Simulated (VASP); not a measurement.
Write the native input for VASP 6.6.1 that does the following.

* Task: single point
* Functional: PBE
* Potentials or basis: VASP PAW PBE potentials, release 64 (Ir)
* Cutoff: 500 eV
* k mesh: 10 × 10 × 10
* Occupations: fermi-dirac, width 0.05 eV
* Spin: no spin polarisation
* Dipole correction: no
* Further INCAR settings: ALGO = Normal; EDIFF = 1e-06; NBANDS = 10

The structure of Ir lies in POSCAR:

```
Ir
1.0
    0.0000000000      1.9156000000      1.9156000000
    1.9156000000      0.0000000000      1.9156000000
    1.9156000000      1.9156000000      0.0000000000
Ir
1
Direct
    0.0000000000      0.0000000000      0.0000000000
```

These files were run (other wordings do the same):

INCAR

```
SYSTEM = Ir
  PREC = Accurate
  ENCUT = 500
  EDIFF = 1E-6
  ISMEAR = -1
  SIGMA = 0.05
  LREAL = .FALSE.
  LASPH = .TRUE.
  NELM = 120
  ALGO = Normal
  ISIF = 2
  LWAVE = .FALSE.
  LCHARG = .TRUE.
  GGA = PE
  LELF = .TRUE.
  LVHAR = .TRUE.
  NBANDS = 10
  GGA_COMPAT = .FALSE.
```

KPOINTS

```
regular mesh
0
G
  10 10 10
  0 0 0
```

Potentials or basis: VASP PAW PBE potentials, release 64 (Ir).

Run with:

```console
$ cat potpaw_PBE.64/Ir/POTCAR > POTCAR
$ mpirun -np 1 vasp_std > vasp.out
```

It gave:

The pressure is 12.2 GPa.

Run time: 12 s on 1 thread of AMD EPYC 7R13, with other jobs on the host, peak memory 0.1 GiB.
